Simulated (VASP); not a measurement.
# TiSi2 (Cmcm) in VASP: further runs

TiSi2 is run at these levels: PBE; tasks: single point.

Program: VASP 6.6.1. These are calculated values, not measurements. Logs are shortened: lines on timing, memory, paths and dates and some standing lists are left out, and cuts for length are marked.

### 1 The cell of the first run

The structure is orthorhombic, space group Cmcm (No. 63). Conventional cell: a = 3.667 Å, b = 12.941 Å, c = 3.700 Å, α = 90.00°, β = 90.00°, γ = 90.00°. Ti (site symmetry m2m) has 10 Si at 2.64 to 2.79 Å and 2 Ti at 3.25 Å within 3.5 Å. Si (site symmetry m2m) has 6 Si at 2.40 to 3.09 Å and 6 Ti at 2.67 to 2.79 Å within 3.2 Å. Within 3.4 Å of Si (site symmetry m2m) lie 8 Si at 2.60 to 3.09 Å and 4 Ti at 2.64 to 2.65 Å.

### 2 Single point, PBE (14.63 Å³/atom)

The input, INCAR:

```
SYSTEM = TiSi2
PREC     = Accurate       ! precision mode
ENCUT    = 520            ! plane-wave cutoff, eV
EDIFF    = 1E-6           ! SCF threshold, eV
ISMEAR   = 0              ! smearing method
SIGMA    = 0.15           ! smearing width, eV
LREAL    = .False.        ! projectors in reciprocal space
LASPH    = .True.         ! aspherical terms in the spheres
NELM     = 100            ! most SCF steps
ALGO     = Normal         ! electronic algorithm
ISIF     = 2              ! what is computed and relaxed
LWAVE    = .False.        ! write WAVECAR
LCHARG   = .True.         ! write CHGCAR
GGA      = PE             ! functional
LELF     = .True.         ! ELF
LVHAR    = .True.       
NBANDS   = 29             ! bands
```

The input, KPOINTS:

```
regular mesh
0
Gamma
  12 12 12
  0 0 0
```

The input, POSCAR:

```
TiSi2
1.0
    1.8337334822     -6.4706355494      0.0000000000
    1.8337334822      6.4706355494      0.0000000000
    0.0000000000      0.0000000000      3.7002479545
Ti Si
2 4
Direct
    0.8968075259      0.1031924741      0.7500000000
    0.1031924741      0.8968075259      0.2500000000
    0.5591373592      0.4408626408      0.7500000000
    0.4408626408      0.5591373592      0.2500000000
    0.2498287182      0.7501712818      0.7500000000
    0.7501712818      0.2498287182      0.2500000000
```

Potentials or basis: VASP PAW PBE potentials, release 64 (Ti_sv, Si).

Launch:

```
$ cat potpaw_PBE.64/Ti_sv/POTCAR potpaw_PBE.64/Si/POTCAR > POTCAR
$ mpirun -np 1 vasp_std > vasp.out
```

OUTCAR:

```text
SYSTEM = TiSi2
   PREC = Accurate
   ENCUT = 520
   EDIFF = 1E-6
   ISMEAR = 0
   LREAL = .False.
   LASPH = .True.
   NELM = 100
   ISIF = 2
   GGA = PE

 ion  position               nearest neighbor table
   1  0.897  0.103  0.750-   5 2.64   5 2.64   6 2.65   6 2.65   4 2.67   4 2.67   4 2.67   4 2.67
                             3 2.79   3 2.79
   2  0.103  0.897  0.250-   6 2.64   6 2.64   5 2.65   5 2.65   3 2.67   3 2.67   3 2.67   3 2.67
                             4 2.79   4 2.79
   3  0.559  0.441  0.750-   4 2.40   4 2.40   2 2.67   2 2.67   2 2.67   2 2.67   1 2.79   1 2.79
                             5 3.07   5 3.07   6 3.09   6 3.09
   4  0.441  0.559  0.250-   3 2.40   3 2.40   1 2.67   1 2.67   1 2.67   1 2.67   2 2.79   2 2.79
                             6 3.07   6 3.07   5 3.09   5 3.09
   5  0.250  0.750  0.750-   6 2.60   6 2.60   6 2.60   6 2.60   1 2.64   1 2.64   2 2.65   2 2.65
                             3 3.07   3 3.07   4 3.09   4 3.09
   6  0.750  0.250  0.250-   5 2.60   5 2.60   5 2.60   5 2.60   2 2.64   2 2.64   1 2.65   1 2.65
                             4 3.07   4 3.07   3 3.09   3 3.09

  LATTYP: Found a base centered orthorhombic cell.
 ALAT       =     3.6674669644
 B/A-ratio  =     3.5286673948
 C/A-ratio  =     1.0089383191

  Lattice vectors:

 A1 = (   1.8337334822,  -6.4706355494,   0.0000000000)
 A2 = (   1.8337334822,   6.4706355494,   0.0000000000)
 A3 = (   0.0000000000,   0.0000000000,   3.7002479545)

Analysis of symmetry for initial positions (statically):
=====================================================================
 Subroutine PRICEL returns:
 Original cell was already a primitive cell.

 Routine SETGRP: Setting up the symmetry group for a
 base centered orthorhombic supercell.

 Subroutine GETGRP returns: Found  8 space group operations
 (whereof  4 operations were pure point group operations)
 out of a pool of  8 trial point group operations.

The static configuration has the point symmetry C_2h.
 The point group associated with its full space group is D_2h.

Analysis of symmetry for dynamics (positions and initial velocities):
=====================================================================
 Subroutine PRICEL returns:
 Original cell was already a primitive cell.

 Routine SETGRP: Setting up the symmetry group for a
 base centered orthorhombic supercell.

 Subroutine GETGRP returns: Found  8 space group operations
 (whereof  4 operations were pure point group operations)
 out of a pool of  8 trial point group operations.

The dynamic configuration has the point symmetry C_2h.
 The point group associated with its full space group is D_2h.

 Subroutine INISYM returns: Found  8 space group operations
 (whereof  4 operations are pure point group operations),
 and found     1 'primitive' translations

----------------------------------------------------------------------------------------

                                     Primitive cell

  volume of cell :      87.8100

  direct lattice vectors                    reciprocal lattice vectors
     1.833733482 -6.470635549  0.000000000     0.272667759 -0.077272162  0.000000000
     1.833733482  6.470635549  0.000000000     0.272667759  0.077272162  0.000000000
     0.000000000  0.000000000  3.700247954     0.000000000  0.000000000  0.270252159

  length of vectors
     6.725451873  6.725451873  3.700247954     0.283405529  0.283405529  0.270252159

  position of ions in fractional coordinates (direct lattice)
     0.896807526  0.103192474  0.750000000
     0.103192474  0.896807526  0.250000000
     0.559137359  0.440862641  0.750000000
     0.440862641  0.559137359  0.250000000
     0.249828718  0.750171282  0.750000000
     0.750171282  0.249828718  0.250000000

  ion indices of the primitive-cell ions
   primitive index   ion index
                 1           1
                 2           2
                 3           3
                 4           4
                 5           5
                 6           6

[... 58 lines left out ...]
      4     -23.0430      2.00000
      5     -23.0275      2.00000
      6     -23.0167      2.00000
[... 21 lines left out ...]
     28      13.0761      0.00000
     29      13.1903      0.00000

 k-point     3 :       0.1667    0.0000    0.0000
  band No.  band energies     occupation
      1     -46.7131      2.00000
      2     -46.7018      2.00000
      3     -23.0525      2.00000
      4     -23.0444      2.00000
      5     -23.0358      2.00000
      6     -23.0148      2.00000
[... 21 lines left out ...]
     28      13.0833      0.00000
     29      13.4711      0.00000

 k-point     4 :       0.2500    0.0000    0.0000
  band No.  band energies     occupation
      1     -46.7124      2.00000
      2     -46.7012      2.00000
      3     -23.0654      2.00000
      4     -23.0471      2.00000
      5     -23.0431      2.00000
      6     -23.0121      2.00000
[... 21 lines left out ...]
     28      13.0279      0.00000
     29      14.1557      0.00000

 k-point     5 :       0.3333    0.0000    0.0000
  band No.  band energies     occupation
      1     -46.7117      2.00000
      2     -46.7006      2.00000
      3     -23.0783      2.00000
      4     -23.0584      2.00000
      5     -23.0419      2.00000
      6     -23.0094      2.00000
[... 21 lines left out ...]
     28      12.8830      0.00000
     29      14.0979      0.00000
[... 510 lines left out ...]
     28      13.1235      0.00000
     29      13.6883      0.00000

 k-point    22 :       0.4167    0.1667    0.0000
  band No.  band energies     occupation
      1     -46.7112      2.00000
      2     -46.7002      2.00000
      3     -23.0879      2.00000
      4     -23.0666      2.00000
      5     -23.0408      2.00000
      6     -23.0074      2.00000
[... 21 lines left out ...]
     28      13.4290      0.00000
     29      13.7042      0.00000

 k-point    23 :       0.5000    0.1667    0.0000
  band No.  band energies     occupation
      1     -46.7117      2.00000
      2     -46.7007      2.00000
      3     -23.0786      2.00000
      4     -23.0582      2.00000
      5     -23.0417      2.00000
      6     -23.0081      2.00000
[... 21 lines left out ...]
     28      13.2129      0.00000
     29      13.7761      0.00000

 k-point    24 :      -0.4167    0.1667    0.0000
  band No.  band energies     occupation
      1     -46.7123      2.00000
      2     -46.7013      2.00000
      3     -23.0658      2.00000
      4     -23.0469      2.00000
      5     -23.0429      2.00000
      6     -23.0098      2.00000
[... 21 lines left out ...]
     28      12.9952      0.00000
     29      14.0913      0.00000

 [... further k-points ...]

------------------------ aborting loop because EDIFF is reached ----------------------------------------

  FORCE on cell =-STRESS in cart. coord.  units (eV):
  Direction    XX          YY          ZZ          XY          YZ          ZX
  --------------------------------------------------------------------------------------
  -------------------------------------------------------------------------------------
  Total       -4.6135058      4.2218110     -4.8812087      0.0000000     -0.0000000      0.0000000
  in kB      -84.1778211     77.0309740    -89.0623150      0.0000000     -0.0000000      0.0000000
  external PRESSURE =     -32.0697207 kB  Pullay stress =       0.0000000 kB

 VOLUME and BASIS-vectors are now :
 -----------------------------------------------------------------------------
  energy-cutoff  :      520.00
  volume of cell :       87.81
      direct lattice vectors                 reciprocal lattice vectors
     1.833733482 -6.470635549  0.000000000     0.272667759 -0.077272162  0.000000000
     1.833733482  6.470635549  0.000000000     0.272667759  0.077272162  0.000000000
     0.000000000  0.000000000  3.700247954     0.000000000  0.000000000  0.270252159

 POSITION                                       TOTAL-FORCE (eV/Angst)
 -----------------------------------------------------------------------------------
      1.83373     -5.13519      2.77519         0.000000     -0.551860     -0.000000
      1.83373      5.13519      0.92506         0.000000      0.551860      0.000000
      1.83373     -0.76531      2.77519         0.000000     -0.272307      0.000000
      1.83373      0.76531      0.92506         0.000000      0.272307      0.000000
      1.83373      3.23753      2.77519         0.000000      0.043289      0.000000
      1.83373     -3.23753      0.92506         0.000000     -0.043289      0.000000
 -----------------------------------------------------------------------------------
    total drift:                               -0.000000     -0.000000     -0.000000

  FREE ENERGIE OF THE ION-ELECTRON SYSTEM (eV)
  ---------------------------------------------------
  free  energy   TOTEN  =       -40.4942956016 eV

  energy  without entropy=      -40.4723452925  energy(sigma->0) =      -40.48332045
```

It took 14 min on 1 thread of Intel Xeon Platinum 8488C (Sapphire Rapids), shared host; peak memory 0.7 GiB.

What came out:

| Quantity | Value |
| --- | --- |
| Free energy | -40.4943 eV |
| Pressure | -3.2 GPa |
| Largest force | 0.552 eV/Å |
| Band gap on the k mesh | zero (bands 20 and 21 overlap by 0.85 eV) |

Forces on the atoms (eV/Å):
```
Ti   0.000 -0.552  0.000
Ti   0.000  0.552  0.000
Si   0.000 -0.272  0.000
Si   0.000  0.272  0.000
Si   0.000  0.043  0.000
Si   0.000 -0.043  0.000
```

Stress tensor (GPa, compression positive):
```
-8.42  0.00  0.00
 0.00  7.70  0.00
 0.00  0.00 -8.91
```

Levels at points of the mesh, in eV from the Fermi level:
| k point | band 16 | band 17 | band 18 | band 19 | band 20 | band 21 | band 22 | band 23 | band 24 | band 25 |
| --- | --- | --- | --- | --- | --- | --- | --- | --- | --- | --- |
| (0.00, 0.00, 0.00) | -2.37 | -2.30 | -1.59 | -1.46 | 0.33 | 0.57 | 0.74 | 0.84 | 1.07 | 1.86 |
| (0.50, 0.00, 0.00) | -2.03 | -1.82 | -0.98 | -0.75 | -0.54 | -0.48 | 0.55 | 1.10 | 1.35 | 1.62 |
| (0.50, 0.50, 0.00) | -2.86 | -2.61 | -2.24 | -0.83 | 0.22 | 0.46 | 0.46 | 0.88 | 1.13 | 2.21 |
| (0.00, 0.00, 0.50) | -2.51 | -1.24 | -1.24 | -0.06 | -0.06 | 1.25 | 1.25 | 1.37 | 1.37 | 1.37 |
| (0.50, 0.00, 0.50) | -4.05 | -2.77 | -2.77 | -2.24 | -2.24 | 1.60 | 1.60 | 1.61 | 1.61 | 2.77 |
| (0.50, 0.50, 0.50) | -2.94 | -2.19 | -2.19 | -1.08 | -1.08 | 0.37 | 0.37 | 1.41 | 1.41 | 2.38 |

Caveat: the stress differs along the axes, from -9 to 8 GPa.

### 3 Single point, PBE (14.63 Å³/atom)

The input, INCAR:

```
ALGO = Normal
EDIFF = 1E-6
ENCUT = 520
GGA = PE
ISIF = 2
ISMEAR = 0
LASPH = True
LCHARG = True
LELF = True
LREAL = False
LVHAR = True
LWAVE = False
NBANDS = 29
NELM = 100
PREC = Accurate
SIGMA = 0.15
```

The input, KPOINTS:

```
k-points
0
Gamma
  12 12 12
```

Edit POSCAR of step 2 so:

```diff
@@ -2,5 +2,5 @@
 1.0
-    1.8337334822     -6.4706355494      0.0000000000
-    1.8337334822      6.4706355494      0.0000000000
-    0.0000000000      0.0000000000      3.7002479545
+    1.7383096588     -7.2005402520      0.0000000000
+    1.7383096588      7.2005402520      0.0000000000
+    0.0000000000      0.0000000000      3.5076944507
 Ti Si
```

Potentials or basis: VASP PAW PBE potentials, release 64 (Ti_sv, Si).

Launch:

```
$ cat potpaw_PBE.64/Ti_sv/POTCAR potpaw_PBE.64/Si/POTCAR > POTCAR
$ mpirun -np 1 vasp_std > vasp.out
```

Wall time 15 min (1 thread of Intel Xeon Platinum 8488C (Sapphire Rapids), shared host); peak memory 0.73 GiB.

It converged, with:

```yaml
Free_energy: -40.5315 eV
Pressure: -0.3 GPa
Largest_force: 0.585 eV/Å
Band_gap_on_the_k_mesh: zero (bands 20 and 21 overlap by 0.90 eV)
```

Forces on the atoms (eV/Å):
```
Ti   0.000  0.585  0.000
Ti   0.000 -0.585  0.000
Si   0.000  0.453  0.000
Si   0.000 -0.453  0.000
Si   0.000 -0.015  0.000
Si   0.000  0.015  0.000
```

Stress tensor (GPa, compression positive):
```
  4.69   0.00   0.00
  0.00 -10.20   0.00
  0.00   0.00   4.62
```

Levels at points of the mesh, in eV from the Fermi level:
```tsv
k point	band 17	band 18	band 19	band 20	band 21	band 22	band 23	band 24
(0.00, 0.00, 0.00)	-2.04	-2.01	-1.67	0.59	0.79	0.84	0.88	1.13
(0.50, 0.00, 0.00)	-1.85	-1.44	-0.75	-0.40	-0.31	1.33	1.49	1.74
(0.50, 0.50, 0.00)	-2.10	-1.54	-1.51	0.55	0.74	0.89	1.02	1.07
(0.00, 0.00, 0.50)	-1.86	-1.86	0.01	0.01	0.35	0.35	1.56	1.56
(0.50, 0.00, 0.50)	-3.43	-3.43	-2.36	-2.36	1.47	1.47	2.00	2.00
(0.50, 0.50, 0.50)	-1.78	-1.78	-0.56	-0.56	0.33	0.33	1.73	1.73
```

Caveat: the stress differs along the axes, from -10 to 5 GPa.

### 4 Single point, PBE (14.35 Å³/atom)

This run uses another cell than the first one, of 14.35 Å³/atom.

The input, INCAR:

```
SYSTEM = TiSi2
ALGO     = Normal         ! electronic algorithm
EDIFF    = 1E-6           ! SCF threshold, eV
ENCUT    = 520            ! plane-wave cutoff, eV
GGA      = PE             ! functional
ISIF     = 2              ! what is computed and relaxed
ISMEAR   = 0              ! smearing method
LASPH    = .TRUE.         ! aspherical terms in the spheres
LCHARG   = .FALSE.        ! write CHGCAR
LREAL    = .FALSE.        ! projectors in reciprocal space
LWAVE    = .FALSE.        ! write WAVECAR
NBANDS   = 29             ! bands
NELM     = 100            ! most SCF steps
PREC     = Accurate       ! precision mode
SIGMA    = 0.15           ! smearing width, eV
```

The input, KPOINTS:

```
k-points
0
G
  12 12 12
  0 0 0
```

Edit POSCAR of step 3 so:

```diff
@@ -2,5 +2,5 @@
 1.0
-    1.7383096588     -7.2005402520      0.0000000000
-    1.7383096588      7.2005402520      0.0000000000
-    0.0000000000      0.0000000000      3.5076944507
+    1.7384379886     -7.0581802318      0.0000000000
+    1.7384379886      7.0581802318      0.0000000000
+    0.0000000000      0.0000000000      3.5079534042
 Ti Si
```

Launch:

```
$ cat potpaw_PBE.64/Ti_sv/POTCAR potpaw_PBE.64/Si/POTCAR > POTCAR
$ mpirun -np 1 vasp_std > vasp.out
```

Run time: 11 min. Hardware: 1 thread of Intel Xeon 6975P-C (Granite Rapids), shared host; peak memory 0.72 GiB.

Results (log left out):

```
Free energy            : -40.6229 eV
Pressure               : 1.7 GPa
Largest force          : 0.439 eV/Å
Band gap on the k mesh : zero (bands 20 and 21 overlap by 0.95 eV)
```

Forces on the atoms (eV/Å):
```
Ti   0.000  0.439  0.000
Ti   0.000 -0.439  0.000
Si   0.000  0.315  0.000
Si   0.000 -0.315  0.000
Si   0.000 -0.007  0.000
Si   0.000  0.007  0.000
```

Stress tensor (GPa, compression positive):
```
 5.71  0.00  0.00
 0.00 -6.57  0.00
 0.00  0.00  5.90
```

Levels at points of the mesh, in eV from the Fermi level:
| k point | band 18 | band 19 | band 20 | band 21 | band 22 | band 23 |
| --- | --- | --- | --- | --- | --- | --- |
| (0.00, 0.00, 0.00) | -2.10 | -1.78 | 0.57 | 0.83 | 0.85 | 0.90 |
| (0.50, 0.00, 0.00) | -1.51 | -0.75 | -0.45 | -0.38 | 1.45 | 1.48 |
| (0.50, 0.50, 0.00) | -1.61 | -1.46 | 0.52 | 0.74 | 0.91 | 1.00 |
| (0.00, 0.00, 0.50) | -1.83 | -0.01 | -0.01 | 0.48 | 0.48 | 1.56 |
| (0.50, 0.00, 0.50) | -3.41 | -2.42 | -2.42 | 1.58 | 1.58 | 2.01 |
| (0.50, 0.50, 0.50) | -1.86 | -0.65 | -0.65 | 0.39 | 0.39 | 1.76 |

Caveat: the stress differs along the axes, from -7 to 6 GPa.

### 5 Single point, PBE (14.35 Å³/atom)

This run uses another cell than the first one, of 14.35 Å³/atom.

The input, INCAR:

```
SYSTEM = TiSi2
ALGO = Normal
EDIFF = 1E-7
ENCUT = 520
GGA = PE
ISIF = 2
ISMEAR = 0
LASPH = .True.
LCHARG = .False.
LREAL = .False.
LWAVE = .False.
NBANDS = 29
NELM = 80
PREC = Accurate
SIGMA = 0.15
```

The input, KPOINTS:

```
k-points
0
Gamma
  12 12 12
  0 0 0
```

Edit POSCAR of step 4 so:

```diff
@@ -2,5 +2,5 @@
 1.0
-    1.7384379886     -7.0581802318      0.0000000000
-    1.7384379886      7.0581802318      0.0000000000
-    0.0000000000      0.0000000000      3.5079534042
+    1.7618635447     -6.8717383091      0.0000000000
+    1.7618635447      6.8717383091      0.0000000000
+    0.0000000000      0.0000000000      3.5552232867
 Ti Si
```

Launch:

```
$ cat potpaw_PBE.64/Ti_sv/POTCAR potpaw_PBE.64/Si/POTCAR > POTCAR
$ mpirun -np 1 vasp_std > vasp.out
```

Run time: 10 min. Hardware: 1 thread of Intel Xeon 6975P-C (Granite Rapids), shared host; peak memory 0.72 GiB.

The run converged. Its results:

* Free energy: -40.7418 eV
* Pressure: 0.4 GPa
* Largest force: 0.150 eV/Å
* Band gap on the k mesh: zero (bands 20 and 21 overlap by 1.00 eV)

Forces in eV/Å, atoms in the order of the input:
```
Ti   0.000  0.150  0.000
Ti   0.000 -0.150  0.000
Si   0.000  0.102  0.000
Si   0.000 -0.102  0.000
Si   0.000  0.000  0.000
Si   0.000  0.000  0.000
```

Stress tensor (GPa, compression positive):
```
 1.78  0.00  0.00
 0.00 -2.31  0.00
 0.00  0.00  1.84
```

Levels at points of the mesh, in eV from the Fermi level:
```tsv
k point	band 18	band 19	band 20	band 21	band 22	band 23
(0.00, 0.00, 0.00)	-2.13	-1.94	0.50	0.74	0.82	0.89
(0.50, 0.00, 0.00)	-1.54	-0.67	-0.50	-0.50	1.30	1.48
(0.50, 0.50, 0.00)	-1.81	-1.24	0.43	0.68	0.82	0.90
(0.00, 0.00, 0.50)	-1.67	-0.03	-0.03	0.73	0.73	1.52
(0.50, 0.00, 0.50)	-3.26	-2.42	-2.42	1.70	1.70	1.91
(0.50, 0.50, 0.50)	-1.97	-0.79	-0.79	0.45	0.45	1.70
```

### 6 Overview

| cell | gap on the mesh (eV) | pressure (GPa) | largest force (eV/Å) |
| --- | --- | --- | --- |
| a = 6.725, b = 6.725, c = 3.700 Å, angles 90.0, 90.0, 148.4°, 6 atoms | none | -3.2 | 0.55 |
| a = 7.407, b = 7.407, c = 3.508 Å, angles 90.0, 90.0, 152.9°, 6 atoms | none | -0.3 | 0.58 |
| a = 7.269, b = 7.269, c = 3.508 Å, angles 90.0, 90.0, 152.3°, 6 atoms | none | 1.7 | 0.44 |
| a = 7.094, b = 7.094, c = 3.555 Å, angles 90.0, 90.0, 151.2°, 6 atoms | none | 0.4 | 0.15 |

Alike in all rows: task single point; level PBE; potentials or basis VASP PAW PBE potentials, release 64 (Ti_sv, Si); no spin polarisation; k mesh 12 × 12 × 12; cutoff (eV) 520; smearing gaussian 0.15 eV.

Caveats: the stress differs along the axes, from -9 to 8 GPa (at least some runs); the stress differs along the axes, from -10 to 5 GPa (at least some runs); the stress differs along the axes, from -7 to 6 GPa (at least some runs).

Absolute energies hang on the potentials; compare differences alone.
